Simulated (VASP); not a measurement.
Here is a VASP 6.6.1 calculation.

Contents of INCAR:

```
PREC = Accurate
ENCUT = 520
EDIFF = 1E-6
ISMEAR = 0
SIGMA = 0.2
LREAL = False
LASPH = True
NELM = 100
ALGO = Normal
ISIF = 2
LWAVE = False
LCHARG = True
GGA = PE
LELF = True
LVHAR = True
NBANDS = 28
```

File KPOINTS:

```
regular mesh
0
Gamma
  4 4 4
```

Contents of POSCAR:

```
BiSe4
1.0
   -2.8453662928      2.8453662928      4.3015453689
    2.8453662928     -2.8453662928      4.3015453689
    2.8453662928      2.8453662928     -4.3015453689
Bi Se
1 4
Direct
    0.0000000000      0.0000000000      0.0000000000
    0.3438877696      0.3438877696      0.0000000000
    0.6561122304      0.6561122304      0.0000000000
    0.5000000000      0.0000000000      0.5000000000
    0.0000000000      0.5000000000      0.5000000000
```

Potentials or basis: VASP PAW PBE potentials, release 64 (Bi_d, Se).

Command:

```console
$ cat potpaw_PBE.64/Bi_d/POTCAR potpaw_PBE.64/Se/POTCAR > POTCAR
$ mpirun -np 1 vasp_std > vasp.out
```

**Question.** What does it give for the largest force?

**Answer.** 0.072 eV/Å.

**Question.** Estimate the pressure.

**Answer.** -0.2 GPa.

Stress tensor (GPa, compression positive):
```
-0.23  0.00  0.00
 0.00 -0.23  0.00
 0.00  0.00 -0.06
```

Caveat: the k points lie up to 0.39 Å⁻¹ apart.
